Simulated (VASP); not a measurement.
# Ge (Im-3m) in VASP: single point with PBE

Aim: the single point of Ge with PBE.

Everything below comes from runs of VASP 6.6.1. Logs are shortened: lines on timing, memory, paths and dates and some standing lists are left out, and cuts for length are marked.

## (1) The cell of the first run

The structure is cubic, space group Im-3m (No. 229). The conventional cell has a = 3.675 Å, b = 3.675 Å, c = 3.675 Å, α = 90.00°, β = 90.00°, γ = 90.00°. Within 4.2 Å of Ge (site symmetry m-3m) lie 14 Ge at 3.18 to 3.68 Å.

## (2) Single point, PBE (Pb replaced by Ge, lengths x 0.893, strained)

The input, INCAR:

```
PREC = Accurate
ENCUT = 520
EDIFF = 1E-6
ISMEAR = 0
SIGMA = 0.1
LREAL = False
LASPH = True
NELM = 60
ALGO = Normal
ISIF = 2
LWAVE = False
LCHARG = True
GGA = PE
LELF = True
LVHAR = True
NBANDS = 13
```

The input, KPOINTS:

```
Automatic mesh
0
Gamma
  16 16 16
```

The input, POSCAR:

```
Ge
1.0
   -1.8377103826      1.8377103826      1.8377103826
    1.8377103826     -1.8377103826      1.8377103826
    1.8377103826      1.8377103826     -1.8377103826
Ge
1
Direct
    0.0000000000      0.0000000000      0.0000000000
```

Potentials or basis: VASP PAW PBE potentials, release 64 (Ge_d).

Started as:

```sh
> cat potpaw_PBE.64/Ge_d/POTCAR > POTCAR
> mpirun -np 1 vasp_std > vasp.out
```

OUTCAR:

```text
PREC = Accurate
   ENCUT = 520
   EDIFF = 1E-6
   ISMEAR = 0
   LREAL = False
   LASPH = True
   NELM = 60
   ISIF = 2
   GGA = PE

 ion  position               nearest neighbor table
   1  0.000  0.000  0.000-

  LATTYP: Found a body centered cubic cell.
 ALAT       =     3.6754207652

  Lattice vectors:

 A1 = (  -1.8377103826,   1.8377103826,   1.8377103826)
 A2 = (   1.8377103826,  -1.8377103826,   1.8377103826)
 A3 = (   1.8377103826,   1.8377103826,  -1.8377103826)

Analysis of symmetry for initial positions (statically):
=====================================================================
 Subroutine PRICEL returns:
 Original cell was already a primitive cell.

 Routine SETGRP: Setting up the symmetry group for a
 body centered cubic supercell.

 Subroutine GETGRP returns: Found 48 space group operations
 (whereof 48 operations were pure point group operations)
 out of a pool of 48 trial point group operations.

The static configuration has the point symmetry O_h .

Analysis of symmetry for dynamics (positions and initial velocities):
=====================================================================
 Subroutine PRICEL returns:
 Original cell was already a primitive cell.

 Routine SETGRP: Setting up the symmetry group for a
 body centered cubic supercell.

 Subroutine GETGRP returns: Found 48 space group operations
 (whereof 48 operations were pure point group operations)
 out of a pool of 48 trial point group operations.

The dynamic configuration has the point symmetry O_h .

 Subroutine INISYM returns: Found 48 space group operations
 (whereof 48 operations are pure point group operations),
 and found     1 'primitive' translations

----------------------------------------------------------------------------------------

                                     Primitive cell

  volume of cell :      24.8251

  direct lattice vectors                    reciprocal lattice vectors
    -1.837710383  1.837710383  1.837710383     0.000000000  0.272077692  0.272077692
     1.837710383 -1.837710383  1.837710383     0.272077692  0.000000000  0.272077692
     1.837710383  1.837710383 -1.837710383     0.272077692  0.272077692  0.000000000

  length of vectors
     3.183007752  3.183007752  3.183007752     0.384775962  0.384775962  0.384775962

  position of ions in fractional coordinates (direct lattice)
     0.000000000  0.000000000  0.000000000

  ion indices of the primitive-cell ions
   primitive index   ion index
                 1           1

----------------------------------------------------------------------------------------

 KPOINTS: Automatic mesh

Automatic generation of k-mesh.
 Grid dimensions read from file:
 generate k-points for:   16   16   16

 Generating k-lattice:

  Cartesian coordinates                     Fractional coordinates (reciprocal lattice)
     0.000000000  0.017004856  0.017004856     0.062500000  0.000000000  0.000000000
     0.017004856  0.000000000  0.017004856     0.000000000  0.062500000  0.000000000
     0.017004856  0.017004856  0.000000000     0.000000000  0.000000000  0.062500000

  Length of vectors
     0.024048498  0.024048498  0.024048498

  Shift w.r.t. Gamma in fractional coordinates (k-lattice)
     0.000000000  0.000000000  0.000000000

 Subroutine IBZKPT returns following result:
 ===========================================

 Found    145 irreducible k-points:

 Following reciprocal coordinates:
            Coordinates               Weight
  0.000000  0.000000  0.000000      1.000000
  0.062500  0.000000  0.000000     12.000000
  0.125000  0.000000  0.000000     12.000000
  0.187500  0.000000  0.000000     12.000000
  0.250000  0.000000  0.000000     12.000000
  0.312500  0.000000  0.000000     12.000000
[... 16 lines left out ...]
  0.187500  0.187500  0.000000     24.000000
  0.250000  0.187500  0.000000     48.000000
 [... further k-points ...]
   k-points           NKPTS =    145   k-points in BZ     NKDIM =    145   number of bands    NBANDS=     13
   number of dos      NEDOS =    301   number of ions     NIONS =      1
   total plane-waves  NPLWV =  13824
   dimension x,y,z NGX =    24 NGY =   24 NGZ =   24
   dimension x,y,z NGXF=    48 NGYF=   48 NGZF=   48
   ions per type =               1
   NGX,Y,Z   is equivalent  to a cutoff of  12.54, 12.54, 12.54 a.u.
   NGXF,Y,Z  is equivalent  to a cutoff of  25.07, 25.07, 25.07 a.u.
 SYSTEM =  unknown system
   PREC   = accura    normal or accurate (medium, high low for compatibility)
   ISTART =      0    job   : 0-new  1-cont  2-samecut
   ICHARG =      2    charge: 1-file 2-atom 10-const
   ISPIN  =      1    spin polarized calculation?
   LNONCOLLINEAR =      F non collinear calculations
   LSORBIT =      F    spin-orbit coupling
   LASPH  =      T    aspherical Exc in radial PAW
   ENCUT  =  520.0 eV  38.22 Ry    6.18 a.u.   5.92  5.92  5.92*2*pi/ulx,y,z
   NELM   =     60;   NELMIN=  2; NELMDL= -5     # of ELM steps
   EDIFF  = 0.1E-05   stopping-criterion for ELM
   LREAL  =      F    real-space projection
   EDIFFG = 0.1E-04   stopping-criterion for IOM
   NSW    =      0    number of steps for IOM
   IBRION =     -1    ionic relax: 0-MD 1-quasi-New 2-CG
   NFREE  =      0    steps in history (QN), initial steepest desc. (CG)
   ISIF   =      2    stress and relaxation
   ISYM   =      2    0-nonsym 1-usesym 2-fastsym
   POTIM  = 0.5000    time-step for ionic-motion
   TEBEG  =    0.0;   TEEND  =   0.0 temperature during run
   PSTRESS=    0.0 pullay stress
   NELECT =      14.0000    total number of electrons
   NUPDOWN=      -1.0000    fix difference up-down
   EMIN   =  10.00;   EMAX   =-10.00  energy-range for DOS
   EFERMI =   0.00;   METHOD = LEGACY
   ISMEAR =     0;   SIGMA  =   0.10  broadening in eV -4-tet -1-fermi 0-gaus
   EFERMI_NEDOS =   21; number of points for ismear=-14 and -15
   IALGO  =     38    algorithm
   IMIX   =      4    mixing-type and parameters
     AMIX     =   0.40;   BMIX     =  1.00
     AMIX_MAG =   1.60;   BMIX_MAG =  1.00
  volume/ion in A,a.u.               =      24.83       167.53
  Fermi-wavevector in a.u.,A,eV,Ry     =   1.352551  2.555952 24.890434  1.829395
  Thomas-Fermi vector in A             =   2.479881
   LORBIT       =      0    0 simple, 1 ext, 2 COOP (PROOUT), +10 PAW based schemes
   GGA     = PE    functional components
   LHFCALC =     F    Hartree Fock is set to
   AEXX    =    0.0000 exact exchange contribution
   IVDW    =     0    specifies the selected vdW correction
   LEPSILON=     F    determine dielectric tensor
   LRPA    =     F    only Hartree local field effects (RPA)
 non-spin polarized calculation
 Gauss-broadening in eV      SIGMA  =   0.10
  energy-cutoff  :      520.00
  volume of cell :       24.83
 maximum number of plane-waves:       691
   NGX = 11   NGY = 11   NGZ = 11

 number of electron      14.0000014 magnetization

 Free energy of the ion-electron system (eV)
  ---------------------------------------------------
  ext. energy  EPLUGINS =         0.00000000
  ---------------------------------------------------
  free energy    TOTEN  =        -3.98077732 eV

  energy without entropy =       -3.97792094  energy(sigma->0) =       -3.97934913

 E-fermi :   4.2350     XC(G=0):  -9.9938

 val. band max:        4.2328039966   @ k =   0.3750   0.1875   0.0625
 cond. band min:       4.2744912336   @ k =   0.5000   0.5000   0.3750
 fundamental gap:      0.0416872370
 Fermi energy:         4.2349847877

 k-point     1 :       0.0000    0.0000    0.0000
  band No.  band energies     occupation
      1     -20.5820      2.00000
      2     -20.5820      2.00000
      3     -20.5820      2.00000
      4     -20.5449      2.00000
      5     -20.5449      2.00000
      6      -6.9931      2.00000
      7      10.8301      0.00000
      8      10.8301      0.00000
      9      10.8301      0.00000
     10      17.2108      0.00000
     11      17.2326      0.00000
     12      17.2326      0.00000
     13      17.2326      0.00000

 k-point     2 :       0.0625    0.0000    0.0000
  band No.  band energies     occupation
      1     -20.5824      2.00000
      2     -20.5813      2.00000
      3     -20.5798      2.00000
      4     -20.5454      2.00000
      5     -20.5449      2.00000
      6      -6.9118      2.00000
      7      10.2217      0.00000
      8      10.5984      0.00000
      9      10.7773      0.00000
     10      16.7174      0.00000
     11      16.7252      0.00000
     12      17.6283      0.00000
     13      17.7174      0.00000

 k-point     3 :       0.1250    0.0000    0.0000
  band No.  band energies     occupation
      1     -20.5837      2.00000
      2     -20.5792      2.00000
      3     -20.5734      2.00000
      4     -20.5467      2.00000
      5     -20.5452      2.00000
      6      -6.6685      2.00000
      7       8.8021      0.00000
      8      10.0401      0.00000
      9      10.6250      0.00000
     10      15.5485      0.00000
     11      15.8498      0.00000
     12      18.2447      0.00000
     13      18.2598      0.00000
[... 305 lines left out ...]
 k-point    23 :       0.1875    0.1875    0.0000
  band No.  band energies     occupation
      1     -20.5848      2.00000
      2     -20.5730      2.00000
      3     -20.5511      2.00000
      4     -20.5477      2.00000
      5     -20.5414      2.00000
      6      -4.8614      2.00000
      7       4.1607      1.70668
      8       6.3526      0.00000
      9       9.0605      0.00000
     10      14.1990      0.00000
     11      15.3867      0.00000
     12      18.7149      0.00000
     13      19.5840      0.00000

 k-point    24 :       0.2500    0.1875    0.0000
  band No.  band energies     occupation
      1     -20.5854      2.00000
      2     -20.5702      2.00000
      3     -20.5506      2.00000
      4     -20.5485      2.00000
      5     -20.5358      2.00000
      6      -4.1328      2.00000
      7       2.9879      2.00000
      8       5.4510      0.00000
      9       8.7319      0.00000
     10      14.0170      0.00000
     11      15.7005      0.00000
     12      18.7703      0.00000
     13      20.7992      0.00000

 [... further k-points ...]
[... 5 lines left out ...]
  --------------------------------------------------------------------------------------
  -------------------------------------------------------------------------------------
  Total       -1.4633450     -1.4633450     -1.4633450     -0.0000000      0.0000000      0.0000000
  in kB      -94.4422015    -94.4422015    -94.4422015     -0.0000000      0.0000000      0.0000000
  external PRESSURE =     -94.4422015 kB  Pullay stress =       0.0000000 kB

 VOLUME and BASIS-vectors are now :
 -----------------------------------------------------------------------------
  energy-cutoff  :      520.00
  volume of cell :       24.83
      direct lattice vectors                 reciprocal lattice vectors
    -1.837710383  1.837710383  1.837710383     0.000000000  0.272077692  0.272077692
     1.837710383 -1.837710383  1.837710383     0.272077692  0.000000000  0.272077692
     1.837710383  1.837710383 -1.837710383     0.272077692  0.272077692  0.000000000

 POSITION                                       TOTAL-FORCE (eV/Angst)
 -----------------------------------------------------------------------------------
      0.00000      0.00000      0.00000         0.000000      0.000000     -0.000000
 -----------------------------------------------------------------------------------
    total drift:                                0.000000      0.000000     -0.000000

  FREE ENERGIE OF THE ION-ELECTRON SYSTEM (eV)
  ---------------------------------------------------
  free  energy   TOTEN  =        -3.9807773181 eV

  energy  without entropy=       -3.9779209391  energy(sigma->0) =       -3.97934913
```

Run time: 10 s. Hardware: 1 thread of Intel Xeon 6975P-C (Granite Rapids), shared host; peak memory 0.16 GiB.

Results:

- Free energy: -3.9808 eV
- Pressure: -9.4 GPa
- Band gap on the k mesh: zero (band 7 reaches 10.83 eV, above the bottom of band 8 at 2.17 eV)

Caveat: the cell differs from its parent crystal (Pb replaced by Ge, lengths x 0.893, strained).
